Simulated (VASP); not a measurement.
# Al2Cu (I4/mmm) in VASP: a series of runs

Al2Cu is run at these levels: PBE; tasks: single point.

All numbers are computed with VASP 6.6.1; they aren't measurements. Logs are shortened: lines on timing, memory, paths and dates and some standing lists are left out, and cuts for length are marked.

## 1. The cell of the first run

It takes space group I4/mmm (No. 139, tetragonal). The conventional cell has a = 4.375 Å, b = 4.375 Å, c = 5.590 Å, α = 90.00°, β = 90.00°, γ = 90.00°. Al (site symmetry -4m2) has 4 Cu at 2.60 Å and 6 Al at 2.79 to 3.09 Å within 3.4 Å. Cu (site symmetry 4/mmm) has 8 Al at 2.60 Å within 3.4 Å.

## 2. Single point, PBE

Input file INCAR:

```
PREC = Accurate ; ENCUT = 520
EDIFF = 1E-6 ; ISMEAR = 0
SIGMA = 0.15 ; LREAL = F
LASPH = T ; NELM = 100
ALGO = Fast ; ISIF = 2
LWAVE = F ; LCHARG = T
GGA = PE ; LELF = T
LVHAR = T ; NBANDS = 16
```

Input file KPOINTS:

```
regular mesh
0
Gamma
  14 14 14
```

Input file POSCAR:

```
Al2Cu
1.0
   -2.1877176703      2.1877176703      2.7950000000
    2.1877176703     -2.1877176703      2.7950000000
    2.1877176703      2.1877176703     -2.7950000000
Al Cu
2 1
Direct
    0.7500000000      0.2500000000      0.5000000000
    0.2500000000      0.7500000000      0.5000000000
    0.5000000000      0.5000000000      0.0000000000
```

Potentials or basis: VASP PAW PBE potentials, release 64 (Al, Cu).

Run with:

```
$ cat potpaw_PBE.64/Al/POTCAR potpaw_PBE.64/Cu/POTCAR > POTCAR
$ mpirun -np 1 vasp_std > vasp.out
```

OUTCAR:

```text
PREC = Accurate
   ENCUT = 520
   EDIFF = 1E-6
   ISMEAR = 0
   LREAL = F
   LASPH = T
   NELM = 100
   ISIF = 2
   GGA = PE

 ion  position               nearest neighbor table
   1  0.750  0.250  0.500-   3 2.60   3 2.60   3 2.60   3 2.60   2 2.79   2 2.79   2 3.09   2 3.09
                             2 3.09   2 3.09
   2  0.250  0.750  0.500-   3 2.60   3 2.60   3 2.60   3 2.60   1 2.79   1 2.79   1 3.09   1 3.09
                             1 3.09   1 3.09
   3  0.500  0.500  0.000-   1 2.60   2 2.60   1 2.60   2 2.60   2 2.60   1 2.60   2 2.60   1 2.60

  LATTYP: Found a body centered tetragonal cell.
 ALAT       =     4.3754353406
 C/A-ratio  =     1.2775871576

  Lattice vectors:

 A1 = (  -2.1877176703,   2.1877176703,   2.7950000000)
 A2 = (   2.1877176703,  -2.1877176703,   2.7950000000)
 A3 = (   2.1877176703,   2.1877176703,  -2.7950000000)

Analysis of symmetry for initial positions (statically):
=====================================================================
 Subroutine PRICEL returns:
 Original cell was already a primitive cell.

 Routine SETGRP: Setting up the symmetry group for a
 body centered tetragonal supercell.

 Subroutine GETGRP returns: Found 16 space group operations
 (whereof 16 operations were pure point group operations)
 out of a pool of 16 trial point group operations.

The static configuration has the point symmetry D_4h.

Analysis of symmetry for dynamics (positions and initial velocities):
=====================================================================
 Subroutine PRICEL returns:
 Original cell was already a primitive cell.

 Routine SETGRP: Setting up the symmetry group for a
 body centered tetragonal supercell.

 Subroutine GETGRP returns: Found 16 space group operations
 (whereof 16 operations were pure point group operations)
 out of a pool of 16 trial point group operations.

The dynamic configuration has the point symmetry D_4h.

 Subroutine INISYM returns: Found 16 space group operations
 (whereof 16 operations are pure point group operations),
 and found     1 'primitive' translations

----------------------------------------------------------------------------------------

                                     Primitive cell

  volume of cell :      53.5087

  direct lattice vectors                    reciprocal lattice vectors
    -2.187717670  2.187717670  2.795000000     0.000000000  0.228548687  0.178890877
     2.187717670 -2.187717670  2.795000000     0.228548687  0.000000000  0.178890877
     2.187717670  2.187717670 -2.795000000     0.228548687  0.228548687  0.000000000

  length of vectors
     4.169441475  4.169441475  4.169441475     0.290235160  0.290235160  0.323216652

  position of ions in fractional coordinates (direct lattice)
     0.750000000  0.250000000  0.500000000
     0.250000000  0.750000000  0.500000000
     0.500000000  0.500000000  0.000000000

  ion indices of the primitive-cell ions
   primitive index   ion index
                 1           1
                 2           2
                 3           3

----------------------------------------------------------------------------------------

 KPOINTS: regular mesh

Automatic generation of k-mesh.
 Grid dimensions read from file:
 generate k-points for:   14   14   14

 Generating k-lattice:

  Cartesian coordinates                     Fractional coordinates (reciprocal lattice)
     0.000000000  0.016324906  0.012777920     0.071428571  0.000000000  0.000000000
     0.016324906  0.000000000  0.012777920     0.000000000  0.071428571  0.000000000
     0.016324906  0.016324906  0.000000000     0.000000000  0.000000000  0.071428571

  Length of vectors
     0.020731083  0.020731083  0.023086904

  Shift w.r.t. Gamma in fractional coordinates (k-lattice)
     0.000000000  0.000000000  0.000000000

 Subroutine IBZKPT returns following result:
 ===========================================

 Found    244 irreducible k-points:

 Following reciprocal coordinates:
            Coordinates               Weight
  0.000000  0.000000  0.000000      1.000000
  0.071429  0.000000 -0.000000      8.000000
  0.142857  0.000000 -0.000000      8.000000
  0.214286  0.000000  0.000000      8.000000
  0.285714  0.000000 -0.000000      8.000000
  0.357143  0.000000  0.000000      8.000000
[... 16 lines left out ...]
  0.214286  0.142857  0.000000     16.000000
  0.285714  0.142857  0.000000     16.000000
 [... further k-points ...]
   k-points           NKPTS =    244   k-points in BZ     NKDIM =    244   number of bands    NBANDS=     16
   number of dos      NEDOS =    301   number of ions     NIONS =      3
   total plane-waves  NPLWV =  32768
   dimension x,y,z NGX =    32 NGY =   32 NGZ =   32
   dimension x,y,z NGXF=    64 NGYF=   64 NGZF=   64
   ions per type =               2   1
   NGX,Y,Z   is equivalent  to a cutoff of  12.76, 12.76, 12.76 a.u.
   NGXF,Y,Z  is equivalent  to a cutoff of  25.52, 25.52, 25.52 a.u.
 SYSTEM =  unknown system
   PREC   = accura    normal or accurate (medium, high low for compatibility)
   ISTART =      0    job   : 0-new  1-cont  2-samecut
   ICHARG =      2    charge: 1-file 2-atom 10-const
   ISPIN  =      1    spin polarized calculation?
   LNONCOLLINEAR =      F non collinear calculations
   LSORBIT =      F    spin-orbit coupling
   LASPH  =      T    aspherical Exc in radial PAW
   ENCUT  =  520.0 eV  38.22 Ry    6.18 a.u.   7.75  7.75  7.75*2*pi/ulx,y,z
   NELM   =    100;   NELMIN=  2; NELMDL= -5     # of ELM steps
   EDIFF  = 0.1E-05   stopping-criterion for ELM
   LREAL  =      F    real-space projection
   EDIFFG = 0.1E-04   stopping-criterion for IOM
   NSW    =      0    number of steps for IOM
   IBRION =     -1    ionic relax: 0-MD 1-quasi-New 2-CG
   NFREE  =      0    steps in history (QN), initial steepest desc. (CG)
   ISIF   =      2    stress and relaxation
   ISYM   =      2    0-nonsym 1-usesym 2-fastsym
   POTIM  = 0.5000    time-step for ionic-motion
   TEBEG  =    0.0;   TEEND  =   0.0 temperature during run
   PSTRESS=    0.0 pullay stress
   NELECT =      17.0000    total number of electrons
   NUPDOWN=      -1.0000    fix difference up-down
   EMIN   =  10.00;   EMAX   =-10.00  energy-range for DOS
   EFERMI =   0.00;   METHOD = LEGACY
   ISMEAR =     0;   SIGMA  =   0.15  broadening in eV -4-tet -1-fermi 0-gaus
   EFERMI_NEDOS =   21; number of points for ismear=-14 and -15
   IALGO  =     68    algorithm
   IMIX   =      4    mixing-type and parameters
     AMIX     =   0.40;   BMIX     =  1.00
     AMIX_MAG =   1.60;   BMIX_MAG =  1.00
  volume/ion in A,a.u.               =      17.84       120.36
  Fermi-wavevector in a.u.,A,eV,Ry     =   1.117077  2.110969 16.978173  1.247861
  Thomas-Fermi vector in A             =   2.253696
   LORBIT       =      0    0 simple, 1 ext, 2 COOP (PROOUT), +10 PAW based schemes
   GGA     = PE    functional components
   LHFCALC =     F    Hartree Fock is set to
   AEXX    =    0.0000 exact exchange contribution
   IVDW    =     0    specifies the selected vdW correction
   LEPSILON=     F    determine dielectric tensor
   LRPA    =     F    only Hartree local field effects (RPA)
 non-spin polarized calculation
 RMM-DIIS sequential band-by-band and
 Gauss-broadening in eV      SIGMA  =   0.15
  energy-cutoff  :      520.00
  volume of cell :       53.51
 maximum number of plane-waves:      1462
   NGX = 15   NGY = 15   NGZ = 15

 number of electron      16.9999997 magnetization

 Free energy of the ion-electron system (eV)
  ---------------------------------------------------
  ext. energy  EPLUGINS =         0.00000000
  ---------------------------------------------------
  free energy    TOTEN  =       -11.54390401 eV

  energy without entropy =      -11.53228162  energy(sigma->0) =      -11.53809281

 E-fermi :   5.9075     XC(G=0):  -9.9932

 val. band max:        5.9067109360   @ k =  -0.2857  -0.3571   0.0714
 cond. band min:       5.9114060948   @ k =  -0.2857   0.1429   0.0000
 fundamental gap:      0.0046951588
 Fermi energy:         5.9075202625

 k-point     1 :       0.0000    0.0000    0.0000
  band No.  band energies     occupation
      1      -3.5877      2.00000
      2       1.7988      2.00000
      3       1.8855      2.00000
      4       1.8855      2.00000
      5       2.2814      2.00000
      6       2.4024      2.00000
[... 8 lines left out ...]
     15      11.4577      0.00000
     16      12.5728      0.00000

 k-point     2 :       0.0714    0.0000   -0.0000
  band No.  band energies     occupation
      1      -3.5245      2.00000
      2       1.7906      2.00000
      3       1.8798      2.00000
      4       1.8936      2.00000
      5       2.2802      2.00000
      6       2.3992      2.00000
[... 8 lines left out ...]
     15      11.2719      0.00000
     16      12.7487      0.00000

 k-point     3 :       0.1429    0.0000   -0.0000
  band No.  band energies     occupation
      1      -3.3357      2.00000
      2       1.7355      2.00000
      3       1.8890      2.00000
      4       1.9143      2.00000
      5       2.2797      2.00000
      6       2.3913      2.00000
[... 8 lines left out ...]
     15      11.4998      0.00000
     16      12.6623      0.00000

 k-point     4 :       0.2143    0.0000    0.0000
  band No.  band energies     occupation
      1      -3.0235      2.00000
      2       1.6075      2.00000
      3       1.9219      2.00000
      4       1.9382      2.00000
      5       2.2880      2.00000
      6       2.3828      2.00000
[... 8 lines left out ...]
     15      12.1557      0.00000
     16      12.4584      0.00000
[... 324 lines left out ...]
 k-point    22 :       0.1429    0.1429   -0.0000
  band No.  band energies     occupation
      1      -2.8955      2.00000
      2       1.5482      2.00000
      3       1.9366      2.00000
      4       1.9476      2.00000
      5       2.2938      2.00000
      6       2.3832      2.00000
[... 8 lines left out ...]
     15      11.7511      0.00000
     16      13.8940      0.00000

 k-point    23 :       0.2143    0.1429    0.0000
  band No.  band energies     occupation
      1      -2.4938      2.00000
      2       1.3711      2.00000
      3       1.9376      2.00000
      4       1.9896      2.00000
      5       2.3019      2.00000
      6       2.3938      2.00000
[... 8 lines left out ...]
     15      12.0552      0.00000
     16      14.6939      0.00000

 k-point    24 :       0.2857    0.1429    0.0000
  band No.  band energies     occupation
      1      -1.9806      2.00000
      2       1.0639      2.00000
      3       1.9278      2.00000
      4       2.0251      2.00000
      5       2.3167      2.00000
      6       2.4134      2.00000
[... 8 lines left out ...]
     15      12.9799      0.00000
     16      15.7250      0.00000

 [... further k-points ...]
[... 5 lines left out ...]
  --------------------------------------------------------------------------------------
  -------------------------------------------------------------------------------------
  Total       -3.0036241     -3.0036241     -0.5196936      0.0000000      0.0000000      0.0000000
  in kB      -89.9356373    -89.9356373    -15.5608593      0.0000000      0.0000000      0.0000000
  external PRESSURE =     -65.1440446 kB  Pullay stress =       0.0000000 kB

 VOLUME and BASIS-vectors are now :
 -----------------------------------------------------------------------------
  energy-cutoff  :      520.00
  volume of cell :       53.51
      direct lattice vectors                 reciprocal lattice vectors
    -2.187717670  2.187717670  2.795000000     0.000000000  0.228548687  0.178890877
     2.187717670 -2.187717670  2.795000000     0.228548687  0.000000000  0.178890877
     2.187717670  2.187717670 -2.795000000     0.228548687  0.228548687  0.000000000

 POSITION                                       TOTAL-FORCE (eV/Angst)
 -----------------------------------------------------------------------------------
     -0.00000      2.18772      1.39750        -0.000000     -0.000000     -0.000000
      2.18772     -0.00000      1.39750         0.000000      0.000000      0.000000
      0.00000      0.00000      2.79500         0.000000      0.000000     -0.000000
 -----------------------------------------------------------------------------------
    total drift:                               -0.000000      0.000000     -0.000000

  FREE ENERGIE OF THE ION-ELECTRON SYSTEM (eV)
  ---------------------------------------------------
  free  energy   TOTEN  =       -11.5439040066 eV

  energy  without entropy=      -11.5322816170  energy(sigma->0) =      -11.53809281
```

Run time: 3.1 min. Hardware: 1 thread of AMD EPYC 9R45 (Zen 5), shared host; peak memory 0.29 GiB.

Results:

* Free energy: -11.5439 eV
* Pressure: -6.5 GPa

Stress tensor (GPa, compression positive):
```
-8.99  0.00  0.00
 0.00 -8.99  0.00
 0.00  0.00 -1.56
```

## 3. Single point, PBE

This run uses another cell than the first one, of 18.14 Å³/atom, 1.017 times its volume.

Input file INCAR:

```
  ALGO = Fast
  EDIFF = 1E-6
  ENCUT = 520
  GGA = PE
  ISIF = 2
  ISMEAR = 0
  LASPH = True
  LCHARG = False
  LREAL = False
  LWAVE = False
  NBANDS = 16
  NELM = 80
  PREC = Accurate
  SIGMA = 0.15
```

Input file KPOINTS:

```
k-points
0
Gamma
  14 14 14
```

Input file POSCAR:

```
Al2Cu
1.0
   -2.1877176703      2.1877176703      2.8432000000
    2.1877176703     -2.1877176703      2.8432000000
    2.1877176703      2.1877176703     -2.8432000000
Al Cu
2 1
Direct
    0.7500000000      0.2500000000      0.5000000000
    0.2500000000      0.7500000000      0.5000000000
    0.5000000000      0.5000000000      0.0000000000
```

Potentials or basis: VASP PAW PBE potentials, release 64 (Al, Cu).

Run with:

```
$ cat potpaw_PBE.64/Al/POTCAR potpaw_PBE.64/Cu/POTCAR > POTCAR
$ mpirun -np 1 vasp_std > vasp.out
```

It took 3.7 min on 1 thread of AMD EPYC 9R45 (Zen 5), shared host; peak memory 0.3 GiB.

Results (log left out):

| Item | Value |
| --- | --- |
| Free energy | -11.5270 eV |
| Pressure | -7.7 GPa |

Stress tensor (GPa, compression positive):
```
-9.60  0.00  0.00
 0.00 -9.60  0.00
 0.00  0.00 -3.94
```

Levels at points of the mesh, in eV from the Fermi level:
```csv
k point,band 7,band 8,band 9,band 10,band 11,band 12
"(0.00, 0.00, 0.00)",1.96,2.73,2.73,2.85,2.85,2.96
"(0.50, 0.00, 0.00)",-3.43,0.34,0.89,2.22,2.49,3.66
"(0.50, 0.50, 0.00)",-3.33,-1.83,-1.24,0.18,1.82,8.29
"(0.50, 0.50, 0.50)",-3.19,-2.03,-2.03,-0.68,1.30,8.74
```
